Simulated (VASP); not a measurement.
Input of a VASP 6.6.1 run:

The input INCAR:

```
SYSTEM = Al2GaP3
ALGO = Normal
EDIFF = 1E-6
ENCUT = 520
GGA = PE
ISIF = 2
ISMEAR = 0
LASPH = .True.
LCHARG = .False.
LREAL = .False.
LWAVE = .False.
NBANDS = 26
NELM = 60
PREC = Accurate
SIGMA = 0.02
```

File KPOINTS:

```
k-points
0
Gamma
  12 12 4
  0 0 0
```

The input POSCAR:

```
Al2GaP3
1.0
    3.8939731198      0.0000000000      0.0000000000
   -1.9469865599      3.3722796433      0.0000000000
    0.0000000000      0.0000000000      9.5392826973
Al Ga P
2 1 3
Direct
    0.0000000000      0.0000000000      0.0001264057
    0.3333333333      0.6666666667      0.6667880583
    0.6666666667      0.3333333333      0.3331589793
    0.0000000000      0.0000000000      0.7499066543
    0.3333333333      0.6666666667      0.4172270516
    0.6666666667      0.3333333333      0.0827928509
```

Potentials or basis: VASP PAW PBE potentials, release 64 (Al, Ga_d, P).

The run is started by

```sh
$ cat potpaw_PBE.64/Al/POTCAR potpaw_PBE.64/Ga_d/POTCAR potpaw_PBE.64/P/POTCAR > POTCAR
$ mpirun -np 1 vasp_std > vasp.out
```

Problem. Predict the pressure.

Solution. 0.0 GPa.

Problem. What does it give for the largest force?

Solution. 0.009 eV/Å.

Problem. What does it give for the band gap on the k mesh?

Solution. 1.61 eV, indirect (least direct gap 1.99 eV).

Forces on the atoms (eV/Å):
```
Al   0.000  0.000  0.004
Al   0.000  0.000  0.006
Ga   0.000  0.000  0.004
P    0.000  0.000 -0.003
P    0.000  0.000 -0.001
P    0.000  0.000 -0.009
```

A k mesh can miss the band edges. As with any semilocal functional, this PBE gap is likely too small.
